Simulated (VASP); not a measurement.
# Ho2O (P6_3/mmc) in VASP: notebook, part 2 of 2

VASP 6.6.1.

### Step 3. Single point, PBE

This run uses another cell than the first one, of 22.51 Å³/atom.

INCAR

```
SYSTEM = Ho2O
  PREC = Accurate
  ENCUT = 600
  EDIFF = 1E-6
  ISMEAR = 0
  SIGMA = 0.1
  LREAL = .FALSE.
  LASPH = .TRUE.
  NELM = 200
  ALGO = Normal
  ISIF = 2
  LWAVE = .FALSE.
  LCHARG = .FALSE.
  GGA = PE
  NBANDS = 33
  GGA_COMPAT = .FALSE.
  LMAXMIX = 6
```

KPOINTS

```
regular mesh
0
G
  12 12 4
  0 0 0
```

POSCAR

```
Ho2O
1.0
    3.7445508761      0.0000000000      0.0000000000
   -1.8722754381      3.2428761844      0.0000000000
    0.0000000000      0.0000000000     11.1234751961
Ho O
4 2
Direct
    0.6666666667      0.3333333333      0.2500000000
    0.3333333333      0.6666666667      0.7500000000
    0.0000000000      0.0000000000      0.0000000000
    0.0000000000      0.0000000000      0.5000000000
    0.0000000000      0.0000000000      0.2500000000
    0.0000000000      0.0000000000      0.7500000000
```

Potentials or basis: VASP PAW PBE potentials, release 64 (Ho_3, O), 4f in core.

Run with:

```bash
cat potpaw_PBE.64/Ho_3/POTCAR potpaw_PBE.64/O/POTCAR > POTCAR
mpirun -np 1 vasp_std > vasp.out
```

OUTCAR:

```text
SYSTEM = Ho2O
   PREC = Accurate
   ENCUT = 600
   EDIFF = 1E-6
   ISMEAR = 0
   LREAL = .FALSE.
   LASPH = .TRUE.
   NELM = 200
   ISIF = 2
   GGA = PE

 ion  position               nearest neighbor table
   1  0.667  0.333  0.250-   5 2.16   5 2.16   5 2.16   3 3.52   4 3.52   4 3.52   3 3.52   4 3.52
                             3 3.52
   2  0.333  0.667  0.750-   6 2.16   6 2.16   6 2.16   3 3.52   4 3.52   4 3.52   3 3.52   4 3.52
                             3 3.52
   3  0.000  0.000  0.000-   5 2.78   6 2.78   1 3.52   2 3.52   2 3.52   1 3.52   1 3.52   2 3.52

   4  0.000  0.000  0.500-   5 2.78   6 2.78   1 3.52   2 3.52   2 3.52   1 3.52   1 3.52   2 3.52

   5  0.000  0.000  0.250-   1 2.16   1 2.16   1 2.16   4 2.78   3 2.78
   6  0.000  0.000  0.750-   2 2.16   2 2.16   2 2.16   4 2.78   3 2.78

  LATTYP: Found a hexagonal cell.
 ALAT       =     3.7445508761
 C/A-ratio  =     2.9705765963

  Lattice vectors:

 A1 = (   3.7445508761,   0.0000000000,   0.0000000000)
 A2 = (  -1.8722754381,   3.2428761844,   0.0000000000)
 A3 = (   0.0000000000,   0.0000000000,  11.1234751961)

Analysis of symmetry for initial positions (statically):
=====================================================================
 Subroutine PRICEL returns:
 Original cell was already a primitive cell.

 Routine SETGRP: Setting up the symmetry group for a
 hexagonal supercell.

 Subroutine GETGRP returns: Found 24 space group operations
 (whereof 12 operations were pure point group operations)
 out of a pool of 24 trial point group operations.

The static configuration has the point symmetry D_3d.
 The point group associated with its full space group is D_6h.

Analysis of symmetry for dynamics (positions and initial velocities):
=====================================================================
 Subroutine PRICEL returns:
 Original cell was already a primitive cell.

 Routine SETGRP: Setting up the symmetry group for a
[... 137 lines left out ...]
  Fermi-wavevector in a.u.,A,eV,Ry     =   1.159574  2.191277 18.294547  1.344611
  Thomas-Fermi vector in A             =   2.296165
   LORBIT       =      0    0 simple, 1 ext, 2 COOP (PROOUT), +10 PAW based schemes
   GGA     = PE    functional components
   LHFCALC =     F    Hartree Fock is set to
   AEXX    =    0.0000 exact exchange contribution
   IVDW    =     0    specifies the selected vdW correction
   LEPSILON=     F    determine dielectric tensor
   LRPA    =     F    only Hartree local field effects (RPA)
 non-spin polarized calculation
 Gauss-broadening in eV      SIGMA  =   0.10
  energy-cutoff  :      600.00
  volume of cell :      135.07
 maximum number of plane-waves:      4551
 NGX is ok and might be reduce to    30
   NGX = 15   NGY = 15   NGZ = 45

 number of electron      48.0000000 magnetization

 Free energy of the ion-electron system (eV)
  ---------------------------------------------------
  ext. energy  EPLUGINS =         0.00000000
  ---------------------------------------------------
  free energy    TOTEN  =       -39.03821026 eV

  energy without entropy =      -39.01316451  energy(sigma->0) =      -39.02568738

 E-fermi :   3.4916     XC(G=0): -10.0448

 val. band max:        3.4759344559   @ k =   0.3333   0.1667   0.5000
 cond. band min:       3.4925356834   @ k =   0.3333  -0.0000   0.2500
 fundamental gap:      0.0166012275
 Fermi energy:         3.4916207411

 k-point     1 :       0.0000    0.0000    0.0000
  band No.  band energies     occupation
      1     -21.0792      2.00000
      2     -21.0049      2.00000
      3     -20.6868      2.00000
      4     -20.6868      2.00000
      5     -20.6805      2.00000
      6     -20.6805      2.00000
[... 853 lines left out ...]
     32       6.9169      0.00000
     33       7.3494      0.00000

 [... further k-points ...]

------------------------ aborting loop because EDIFF is reached ----------------------------------------

  FORCE on cell =-STRESS in cart. coord.  units (eV):
  Direction    XX          YY          ZZ          XY          YZ          ZX
  --------------------------------------------------------------------------------------
  -------------------------------------------------------------------------------------
  Total        1.1168286      1.1168286      0.0699684     -0.0000000      0.0000000      0.0000000
  in kB       13.2472742     13.2472742      0.8299309     -0.0000000      0.0000000      0.0000000
  external PRESSURE =       9.1081598 kB  Pullay stress =       0.0000000 kB

 VOLUME and BASIS-vectors are now :
 -----------------------------------------------------------------------------
  energy-cutoff  :      600.00
  volume of cell :      135.07
      direct lattice vectors                 reciprocal lattice vectors
     3.744550876  0.000000000  0.000000000     0.267054724  0.154184117  0.000000000
    -1.872275438  3.242876184  0.000000000     0.000000000  0.308368233  0.000000000
     0.000000000  0.000000000 11.123475196     0.000000000  0.000000000  0.089899962

 POSITION                                       TOTAL-FORCE (eV/Angst)
 -----------------------------------------------------------------------------------
      1.87228      1.08096      2.78087         0.000000      0.000000     -0.000000
     -0.00000      2.16192      8.34261        -0.000000     -0.000000     -0.000000
      0.00000      0.00000      0.00000         0.000000      0.000000     -0.000000
      0.00000      0.00000      5.56174         0.000000      0.000000     -0.000000
      0.00000      0.00000      2.78087        -0.000000     -0.000000      0.000000
      0.00000      0.00000      8.34261         0.000000      0.000000      0.000000
 -----------------------------------------------------------------------------------
    total drift:                                0.000000     -0.000000      0.000000

  FREE ENERGIE OF THE ION-ELECTRON SYSTEM (eV)
  ---------------------------------------------------
  free  energy   TOTEN  =       -39.0382102551 eV

  energy  without entropy=      -39.0131645050  energy(sigma->0) =      -39.02568738
```

stdout:

```text
POSCAR found type information on POSCAR HoO
 POSCAR found :  2 types and       6 ions
 scaLAPACK will be used
 LDA part: xc-table for (Slater+PW92), standard interpolation
 POSCAR, INCAR and KPOINTS ok, starting setup
 FFT: planning ... GRIDC
 FFT: planning ... GRID_SOFT
 FFT: planning ... GRID
 WAVECAR not read
 entering main loop
```

Wall time 3.7 min (1 thread of Intel Xeon 6975P-C (Granite Rapids), shared host); peak memory 0.41 GiB.

What came out:

- Free energy: -39.0382 eV
- Pressure: 0.9 GPa
- Band gap on the k mesh: zero (bands 24 and 25 overlap by 1.52 eV)

Caveat: spin-orbit coupling is left out, which moves the levels of the heavy elements; the 4f electrons are frozen in the core, so they carry no moment and show no levels; the run has no spin polarisation, though such a crystal can be magnetic. Spin polarisation is off, so any magnetic state and its effect on volume and gap are missing.
